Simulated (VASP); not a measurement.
# KNb3O (P4/mmm) in VASP: a series of runs, part 2 of 2

VASP 6.6.1. The steps go on from the part before.

## 4. Single point, PBE

File INCAR:

```
SYSTEM = KNb3O
ALGO = Normal
EDIFF = 1E-7
ENCUT = 520
GGA = PE
ISIF = 2
ISMEAR = 0
LASPH = .True.
LCHARG = .True.
LELF = .True.
LREAL = .False.
LVHAR = .True.
LWAVE = .False.
NBANDS = 35
NELM = 60
PREC = Accurate
SIGMA = 0.1
```

File KPOINTS:

```
k-points
0
Gamma
  6 6 4
  0 0 0
```

File POSCAR:

```
KNb3O
1.0
    3.5447598431      0.0000000000      0.0000000000
    0.0000000000      3.5447598431      0.0000000000
    0.0000000000      0.0000000000      7.1711472958
K Nb O
1 3 1
Direct
    0.5000000000      0.5000000000      0.5000000000
    0.5000000000      0.5000000000      0.0000000000
    0.0000000000      0.0000000000      0.7937631831
    0.0000000000      0.0000000000      0.2062368169
    0.0000000000      0.0000000000      0.5000000000
```

Potentials or basis: VASP PAW PBE potentials, release 64 (K_sv, Nb_sv, O).

Command:

```console
> cat potpaw_PBE.64/K_sv/POTCAR potpaw_PBE.64/Nb_sv/POTCAR potpaw_PBE.64/O/POTCAR > POTCAR
> mpirun -np 1 vasp_std > vasp.out
```

OUTCAR:

```text
SYSTEM = KNb3O
   EDIFF = 1E-7
   ENCUT = 520
   GGA = PE
   ISIF = 2
   ISMEAR = 0
   LASPH = .True.
   LREAL = .False.
   NELM = 60
   PREC = Accurate

 ion  position               nearest neighbor table
   1  0.500  0.500  0.500-   5 2.51   5 2.51   5 2.51   5 2.51   4 3.27   4 3.27   3 3.27   4 3.27
                             3 3.27   3 3.27   4 3.27   3 3.27
   2  0.500  0.500  0.000-   3 2.91   4 2.91   3 2.91   4 2.91   3 2.91   4 2.91   3 2.91   4 2.91

   3  0.000  0.000  0.794-   5 2.11   2 2.91   2 2.91   2 2.91   2 2.91   4 2.96   1 3.27   1 3.27
                             1 3.27   1 3.27
   4  0.000  0.000  0.206-   5 2.11   2 2.91   2 2.91   2 2.91   2 2.91   3 2.96   1 3.27   1 3.27
                             1 3.27   1 3.27
   5  0.000  0.000  0.500-   3 2.11   4 2.11   1 2.51   1 2.51   1 2.51   1 2.51

  LATTYP: Found a simple tetragonal cell.
 ALAT       =     3.5447598431
 C/A-ratio  =     2.0230276840

  Lattice vectors:

 A1 = (   3.5447598431,   0.0000000000,   0.0000000000)
 A2 = (   0.0000000000,   3.5447598431,   0.0000000000)
 A3 = (   0.0000000000,   0.0000000000,   7.1711472958)

Analysis of symmetry for initial positions (statically):
=====================================================================
 Subroutine PRICEL returns:
 Original cell was already a primitive cell.

 Routine SETGRP: Setting up the symmetry group for a
 simple tetragonal supercell.

 Subroutine GETGRP returns: Found 16 space group operations
 (whereof 16 operations were pure point group operations)
 out of a pool of 16 trial point group operations.

The static configuration has the point symmetry D_4h.

Analysis of symmetry for dynamics (positions and initial velocities):
=====================================================================
 Subroutine PRICEL returns:
[... 133 lines left out ...]
   IMIX   =      4    mixing-type and parameters
     AMIX     =   0.40;   BMIX     =  1.00
     AMIX_MAG =   1.60;   BMIX_MAG =  1.00
  volume/ion in A,a.u.               =      18.02       121.62
  Fermi-wavevector in a.u.,A,eV,Ry     =   1.380232  2.608260 25.919636  1.905039
  Thomas-Fermi vector in A             =   2.505128
   LORBIT       =      0    0 simple, 1 ext, 2 COOP (PROOUT), +10 PAW based schemes
   GGA     = PE    functional components
   LHFCALC =     F    Hartree Fock is set to
   AEXX    =    0.0000 exact exchange contribution
   IVDW    =     0    specifies the selected vdW correction
   LEPSILON=     F    determine dielectric tensor
   LRPA    =     F    only Hartree local field effects (RPA)
 non-spin polarized calculation
 Gauss-broadening in eV      SIGMA  =   0.10
  energy-cutoff  :      520.00
  volume of cell :       90.11
 maximum number of plane-waves:      2458
 NGX is ok and might be reduce to    28
   NGX = 13   NGY = 13   NGZ = 27

 number of electron      53.9999997 magnetization

 Free energy of the ion-electron system (eV)
  ---------------------------------------------------
  ext. energy  EPLUGINS =         0.00000000
  ---------------------------------------------------
  free energy    TOTEN  =       -38.05409331 eV

  energy without entropy =      -38.02595067  energy(sigma->0) =      -38.04002199

 E-fermi :   7.7368     XC(G=0): -11.2495

 val. band max:        7.7060379813   @ k =   0.5000   0.0000   0.2500
 cond. band min:       7.7371815360   @ k =   0.3333   0.0000   0.0000
 fundamental gap:      0.0311435546
 Fermi energy:         7.7367582876

 k-point     1 :       0.0000    0.0000    0.0000
  band No.  band energies     occupation
      1     -47.4039      2.00000
      2     -47.3526      2.00000
      3     -46.5473      2.00000
      4     -23.7864      2.00000
      5     -23.4510      2.00000
      6     -23.4510      2.00000
[... 901 lines left out ...]
     34      10.7257      0.00000
     35      11.5236      0.00000

 [... further k-points ...]

------------------------ aborting loop because EDIFF is reached ----------------------------------------

  FORCE on cell =-STRESS in cart. coord.  units (eV):
  Direction    XX          YY          ZZ          XY          YZ          ZX
  --------------------------------------------------------------------------------------
  -------------------------------------------------------------------------------------
  Total        0.0229278      0.0229278     -0.0382099      0.0000000     -0.0000000      0.0000000
  in kB        0.4076711      0.4076711     -0.6793985      0.0000000     -0.0000000      0.0000000
  external PRESSURE =       0.0453146 kB  Pullay stress =       0.0000000 kB

 VOLUME and BASIS-vectors are now :
 -----------------------------------------------------------------------------
  energy-cutoff  :      520.00
  volume of cell :       90.11
      direct lattice vectors                 reciprocal lattice vectors
     3.544759843  0.000000000  0.000000000     0.282106558  0.000000000  0.000000000
     0.000000000  3.544759843  0.000000000     0.000000000  0.282106558  0.000000000
     0.000000000  0.000000000  7.171147296     0.000000000  0.000000000  0.139447700

 POSITION                                       TOTAL-FORCE (eV/Angst)
 -----------------------------------------------------------------------------------
      1.77238      1.77238      3.58557         0.000000      0.000000      0.000000
      1.77238      1.77238      0.00000         0.000000      0.000000      0.000000
      0.00000      0.00000      5.69219        -0.000000     -0.000000      0.022989
      0.00000      0.00000      1.47895         0.000000     -0.000000     -0.022989
      0.00000      0.00000      3.58557         0.000000      0.000000      0.000000
 -----------------------------------------------------------------------------------
    total drift:                                0.000000      0.000000      0.000000

  FREE ENERGIE OF THE ION-ELECTRON SYSTEM (eV)
  ---------------------------------------------------
  free  energy   TOTEN  =       -38.0540933050 eV

  energy  without entropy=      -38.0259506737  energy(sigma->0) =      -38.04002199
```

It took 2.7 min on 1 thread of AMD EPYC 7R13, shared host; peak memory 0.21 GiB.

What came out:

| Property | Result |
| --- | --- |
| Free energy | -38.0541 eV |
| Pressure | 0.0 GPa |
| Largest force | 0.023 eV/Å |
| Band gap on the k mesh | zero (bands 27 and 28 overlap by 0.76 eV) |

Forces on the atoms (eV/Å):
```
K    0.000  0.000  0.000
Nb   0.000  0.000  0.000
Nb   0.000  0.000  0.023
Nb   0.000  0.000 -0.023
O    0.000  0.000  0.000
```

Levels at points of the mesh, in eV from the Fermi level:
| k point | band 25 | band 26 | band 27 | band 28 | band 29 | band 30 |
| --- | --- | --- | --- | --- | --- | --- |
| (0.00, 0.00, 0.00) | -1.02 | -0.32 | 0.47 | 0.47 | 0.89 | 0.89 |
| (0.50, 0.00, 0.00) | -1.19 | -0.61 | -0.50 | 0.40 | 0.56 | 1.68 |
| (0.50, 0.50, 0.00) | -0.84 | -0.61 | -0.61 | 0.33 | 0.33 | 1.75 |
| (0.00, 0.00, 0.50) | -1.20 | -0.30 | 0.10 | 0.10 | 0.71 | 0.71 |
| (0.50, 0.00, 0.50) | -1.18 | -0.36 | 0.24 | 0.54 | 1.13 | 1.93 |
| (0.50, 0.50, 0.50) | -1.30 | -0.78 | -0.78 | 1.61 | 1.61 | 2.30 |

## 5. Single point, PBE

File INCAR:

```
SYSTEM = KNb3O
  PREC = Accurate
  ENCUT = 520
  EDIFF = 1E-6
  ISMEAR = 0
  SIGMA = 0.1
  LREAL = .False.
  LASPH = .True.
  NELM = 80
  ALGO = Normal
  ISIF = 2
  LWAVE = .False.
  LCHARG = .False.
  GGA = PE
  NBANDS = 35
```

File KPOINTS:

```
regular mesh
0
Gamma
  10 10 6
  0 0 0
```

File POSCAR:

```
KNb3O
1.0
    3.5435106533      0.0000000000      0.0000000000
    0.0000000000      3.5435106533      0.0000000000
    0.0000000000      0.0000000000      7.1699853970
K Nb O
1 3 1
Direct
    0.5000000000      0.5000000000      0.5000000000
    0.5000000000      0.5000000000      0.0000000000
    0.0000000000      0.0000000000      0.7938566101
    0.0000000000      0.0000000000      0.2061433899
    0.0000000000      0.0000000000      0.5000000000
```

Potentials or basis: VASP PAW PBE potentials, release 64 (K_sv, Nb_sv, O).

Command:

```console
> cat potpaw_PBE.64/K_sv/POTCAR potpaw_PBE.64/Nb_sv/POTCAR potpaw_PBE.64/O/POTCAR > POTCAR
> mpirun -np 1 vasp_std > vasp.out
```

OUTCAR:

```text
SYSTEM = KNb3O
   PREC = Accurate
   ENCUT = 520
   EDIFF = 1E-6
   ISMEAR = 0
   LREAL = .False.
   LASPH = .True.
   NELM = 80
   ISIF = 2
   GGA = PE

 ion  position               nearest neighbor table
   1  0.500  0.500  0.500-   5 2.51   5 2.51   5 2.51   5 2.51   4 3.27   4 3.27   3 3.27   4 3.27
                             3 3.27   3 3.27   4 3.27   3 3.27
   2  0.500  0.500  0.000-   3 2.91   4 2.91   3 2.91   4 2.91   3 2.91   4 2.91   3 2.91   4 2.91

[... 1123 lines left out ...]
  -------------------------------------------------------------------------------------
  Total        0.0534378      0.0534378     -0.0894685      0.0000000      0.0000000      0.0000000
  in kB        0.9509848      0.9509848     -1.5921907      0.0000000      0.0000000      0.0000000
  external PRESSURE =       0.1032597 kB  Pullay stress =       0.0000000 kB

 VOLUME and BASIS-vectors are now :
 -----------------------------------------------------------------------------
  energy-cutoff  :      520.00
  volume of cell :       90.03
      direct lattice vectors                 reciprocal lattice vectors
     3.543510653  0.000000000  0.000000000     0.282206009  0.000000000  0.000000000
     0.000000000  3.543510653  0.000000000     0.000000000  0.282206009  0.000000000
     0.000000000  0.000000000  7.169985397     0.000000000  0.000000000  0.139470298

 POSITION                                       TOTAL-FORCE (eV/Angst)
 -----------------------------------------------------------------------------------
      1.77176      1.77176      3.58499        -0.000000      0.000000      0.000000
      1.77176      1.77176      0.00000        -0.000000      0.000000      0.000000
      0.00000      0.00000      5.69194        -0.000000     -0.000000      0.015993
      0.00000      0.00000      1.47805         0.000000     -0.000000     -0.015993
      0.00000      0.00000      3.58499        -0.000000      0.000000      0.000000
 -----------------------------------------------------------------------------------
    total drift:                                0.000000      0.000000      0.000000

  FREE ENERGIE OF THE ION-ELECTRON SYSTEM (eV)
  ---------------------------------------------------
  free  energy   TOTEN  =       -38.1081853568 eV

  energy  without entropy=      -38.0827442479  energy(sigma->0) =      -38.09546480
```

OSZICAR:

```text
N       E                     dE             d eps       ncg     rms          rms(c)
DAV:   1     0.643722992035E+03    0.64372E+03   -0.29633E+04  5880   0.158E+03
DAV:   2     0.196529950515E+02   -0.62407E+03   -0.60891E+03  6753   0.620E+02
DAV:   3    -0.385644977543E+02   -0.58217E+02   -0.56938E+02 10728   0.137E+02
DAV:   4    -0.423066697076E+02   -0.37422E+01   -0.37036E+01  8768   0.291E+01
DAV:   5    -0.425696072490E+02   -0.26294E+00   -0.26221E+00 10722   0.895E+00    0.169E+01
DAV:   6    -0.384053118207E+02    0.41643E+01   -0.23007E+01  7960   0.280E+01    0.113E+01
DAV:   7    -0.381558449323E+02    0.24947E+00   -0.38596E+00  9201   0.124E+01    0.564E+00
DAV:   8    -0.381897233637E+02   -0.33878E-01   -0.14566E+00  9621   0.768E+00    0.285E+00
DAV:   9    -0.381070054150E+02    0.82718E-01   -0.61830E-01  9172   0.407E+00    0.132E+00
DAV:  10    -0.381077382320E+02   -0.73282E-03   -0.50812E-02  8778   0.161E+00    0.277E-01
DAV:  11    -0.381081696686E+02   -0.43144E-03   -0.42435E-03  9853   0.473E-01    0.812E-02
DAV:  12    -0.381081793039E+02   -0.96353E-05   -0.38088E-04  9712   0.128E-01    0.281E-02
DAV:  13    -0.381081841800E+02   -0.48761E-05   -0.61896E-05 10039   0.559E-02    0.125E-02
DAV:  14    -0.381081854897E+02   -0.13098E-05   -0.43920E-06  6880   0.186E-02    0.401E-03
DAV:  15    -0.381081853568E+02    0.13296E-06   -0.53356E-07  4802   0.760E-03
   1 F= -.38108185E+02 E0= -.38095465E+02  d E =-.254411E-01
```

stdout:

```text
POSCAR found type information on POSCAR K NbO
 POSCAR found :  3 types and       5 ions
 scaLAPACK will be used
 LDA part: xc-table for (Slater+PW92), standard interpolation
 POSCAR, INCAR and KPOINTS ok, starting setup
 FFT: planning ... GRIDC
 FFT: planning ... GRID_SOFT
 FFT: planning ... GRID
 WAVECAR not read
 entering main loop
```

Run time: 7.2 min. Hardware: 1 thread of AMD EPYC 7R13, shared host; peak memory 0.33 GiB.

Results:

```yaml
Free_energy: -38.1082 eV
Pressure: 0.0 GPa
Largest_force: 0.016 eV/Å
Band_gap_on_the_k_mesh: zero (bands 27 and 28 overlap by 0.80 eV)
```

Forces in eV/Å, atoms in the order of the input:
```
K    0.000  0.000  0.000
Nb   0.000  0.000  0.000
Nb   0.000  0.000  0.016
Nb   0.000  0.000 -0.016
O    0.000  0.000  0.000
```

## 6. Relaxation of cell and atoms, PBE

File INCAR:

```
SYSTEM = KNb3O
PREC = Accurate
ENCUT = 600
EDIFF = 1E-6
ISMEAR = 0
SIGMA = 0.1
LREAL = .FALSE.
LASPH = .TRUE.
NELM = 100
ALGO = Normal
ISIF = 3
LWAVE = .FALSE.
LCHARG = .FALSE.
GGA = PE
IBRION = 2
NSW = 90
EDIFFG = -0.04
```

File KPOINTS:

```
Automatic mesh
0
G
  6 6 4
  0 0 0
```

File POSCAR:

```
KNb3O
1.0
    3.5470148757      0.0000000000      0.0000000000
    0.0000000000      3.5470148757      0.0000000000
    0.0000000000      0.0000000000      7.1553032356
K Nb O
1 3 1
Direct
    0.5000000000      0.5000000000      0.5000000000
    0.5000000000      0.5000000000      0.0000000000
    0.0000000000      0.0000000000      0.7941057424
    0.0000000000      0.0000000000      0.2058942576
    0.0000000000      0.0000000000      0.5000000000
```

Potentials or basis: VASP PAW PBE potentials, release 64 (K_sv, Nb_sv, O).

Command:

```console
> cat potpaw_PBE.64/K_sv/POTCAR potpaw_PBE.64/Nb_sv/POTCAR potpaw_PBE.64/O/POTCAR > POTCAR
> mpirun -np 1 vasp_std > vasp.out
```

OUTCAR:

```text
SYSTEM = KNb3O
   PREC = Accurate
   ENCUT = 600
   EDIFF = 1E-6
   ISMEAR = 0
   LREAL = .FALSE.
   LASPH = .TRUE.
   NELM = 100
   ISIF = 3
   GGA = PE
   IBRION = 2
   NSW = 90
   EDIFFG = -0.04

 ion  position               nearest neighbor table
   1  0.500  0.500  0.500-   5 2.51   5 2.51   5 2.51   5 2.51   4 3.27   4 3.27   3 3.27   4 3.27
                             3 3.27   3 3.27   4 3.27   3 3.27
   2  0.500  0.500  0.000-   3 2.91   4 2.91   3 2.91   4 2.91   3 2.91   4 2.91   3 2.91   4 2.91

[... 1100 lines left out ...]
  -------------------------------------------------------------------------------------
  Total       -0.0927789     -0.0927789     -0.1351797      0.0000000      0.0000000      0.0000000
  in kB       -1.6466758     -1.6466758     -2.3992220      0.0000000      0.0000000      0.0000000
  external PRESSURE =      -1.8975246 kB  Pullay stress =       0.0000000 kB

 VOLUME and BASIS-vectors are now :
 -----------------------------------------------------------------------------
  energy-cutoff  :      600.00
  volume of cell :       90.27
      direct lattice vectors                 reciprocal lattice vectors
     3.548098551  0.000000000  0.000000000     0.281841100  0.000000000 -0.000000000
     0.000000000  3.548098551  0.000000000    -0.000000000  0.281841100  0.000000000
     0.000000000 -0.000000000  7.170681257    -0.000000000 -0.000000000  0.139456763

 POSITION                                       TOTAL-FORCE (eV/Angst)
 -----------------------------------------------------------------------------------
      1.77405      1.77405      3.58534        -0.000000     -0.000000      0.000000
      1.77405      1.77405      0.00000        -0.000000     -0.000000      0.000000
      3.54810     -0.00000      5.69389        -0.000000      0.000000     -0.010167
      0.00000     -0.00000      1.47679         0.000000     -0.000000      0.010167
      0.00000      3.54810      3.58534        -0.000000     -0.000000      0.000000
 -----------------------------------------------------------------------------------
    total drift:                                0.000000      0.000000      0.000000

  FREE ENERGIE OF THE ION-ELECTRON SYSTEM (eV)
  ---------------------------------------------------
  free  energy   TOTEN  =       -38.0556533868 eV

  energy  without entropy=      -38.0271238056  energy(sigma->0) =      -38.04138860

 reached required accuracy - stopping structural energy minimisation
```

OSZICAR:

```text
N       E                     dE             d eps       ncg     rms          rms(c)
DAV:   1     0.719462499807E+03    0.71946E+03   -0.32017E+04  1920   0.192E+03
[... 16 lines left out ...]
DAV:   2    -0.380565394382E+02    0.28668E-02   -0.14385E-02  2792   0.989E-01    0.207E-01
DAV:   3    -0.380557179051E+02    0.82153E-03   -0.40226E-03  2880   0.442E-01    0.975E-02
DAV:   4    -0.380556541803E+02    0.63725E-04   -0.20930E-03  3400   0.237E-01    0.680E-02
DAV:   5    -0.380556384851E+02    0.15695E-04   -0.41478E-04  3320   0.102E-01    0.401E-02
DAV:   6    -0.380556542365E+02   -0.15751E-04   -0.84266E-05  3736   0.447E-02    0.124E-02
DAV:   7    -0.380556542070E+02    0.29502E-07   -0.13801E-05  2848   0.211E-02    0.609E-03
DAV:   8    -0.380556533868E+02    0.82020E-06   -0.23593E-06  2016   0.964E-03
   2 F= -.38055653E+02 E0= -.38041389E+02  d E =-.846315E-04
```

CONTCAR:

```text
KNb3O
   1.00000000000000
     3.5480985510526279    0.0000000000000000    0.0000000000000000
     0.0000000000000000    3.5480985510526279    0.0000000000000000
     0.0000000000000000   -0.0000000000000000    7.1706812569967724
  K               Nb              O
     1     3     1
Direct
     0.5000000000000000    0.5000000000000000    0.5000000000000000
     0.5000000000000000    0.5000000000000000    0.0000000000000000
     1.0000000000000000    0.0000000000000000    0.7940515966676696
     0.0000000000000000    0.0000000000000000    0.2059484033323304
     0.0000000000000000    1.0000000000000000    0.5000000000000000

  0.00000000E+00  0.00000000E+00  0.00000000E+00
  0.00000000E+00  0.00000000E+00  0.00000000E+00
  0.00000000E+00  0.00000000E+00  0.00000000E+00
  0.00000000E+00  0.00000000E+00  0.00000000E+00
  0.00000000E+00  0.00000000E+00  0.00000000E+00
```

It took 4.5 min on 1 thread of AMD EPYC 7R13, shared host; peak memory 0.25 GiB.

Results:

```
Free energy                           : -38.0557 eV
Relaxed volume                        : 18.05 Å³/atom
Relaxed cell                          : a = 3.548 Å, b = 3.548 Å, c = 7.171 Å, α = 90.00°, β = 90.00°, γ = 90.00°
Space group after relaxing (to 0.1 Å) : P4/mmm (No. 123)
Energy gained by relaxing             : 0.0 meV/atom
Ionic steps                           : 2
Pressure after relaxing               : -0.2 GPa
Largest force after relaxing          : 0.010 eV/Å
Band gap on the k mesh                : zero (bands 27 and 28 overlap by 0.77 eV)
```

Forces in eV/Å, atoms in the order of the input:
```
K    0.000  0.000  0.000
Nb   0.000  0.000  0.000
Nb   0.000  0.000 -0.010
Nb   0.000  0.000  0.010
O    0.000  0.000  0.000
```

Final structure:
```
K Nb O
1.0
     3.54810    0.00000    0.00000
     0.00000    3.54810    0.00000
     0.00000    0.00000    7.17068
K Nb O
1 3 1
Direct
  0.50000 0.50000 0.50000
  0.50000 0.50000 0.00000
  0.00000 0.00000 0.79405
  0.00000 0.00000 0.20595
  0.00000 0.00000 0.50000
```

## 7. Summary

```csv
task,cell,k mesh,cutoff (eV),gap on the mesh (eV),pressure (GPa),largest force (eV/Å)
single point,"a = 3.547, b = 3.547, c = 7.155 Å, 5 atoms, atomic positions A",4 × 4 × 4,520,none,-0.2,-
single point,"a = 4.065, b = 4.065, c = 6.909 Å, 5 atoms, atomic positions B",4 × 4 × 4,520,none,-5.3,8.47
single point,"a = 3.545, b = 3.545, c = 7.171 Å, 5 atoms, atomic positions C",6 × 6 × 4,520,none,0.0,0.02
single point,"a = 3.544, b = 3.544, c = 7.170 Å, 5 atoms, atomic positions D",10 × 10 × 6,520,none,0.0,0.02
relaxation of cell and atoms,"relaxed from a = 3.547, b = 3.547, c = 7.155 Å, 5 atoms, atomic positions A",6 × 6 × 4,600,none,-0.2,0.01
```

Alike in all rows: level PBE; potentials or basis VASP PAW PBE potentials, release 64 (K_sv, Nb_sv, O); no spin polarisation; smearing gaussian 0.1 eV.

Caveats: some runs use coarse meshes; atoms lie so close that the PAW spheres overlap strongly, which falsifies energies and pressures (at least some runs); forces of over 1 eV/Å act on the atoms, so gaps and moduli don't describe the material at rest (at least some runs).

Total energies depend on the potentials used, so only differences within one code and one set of settings carry meaning.

The gap in the log of VASP goes by the Fermi energy; the results here count the filled bands.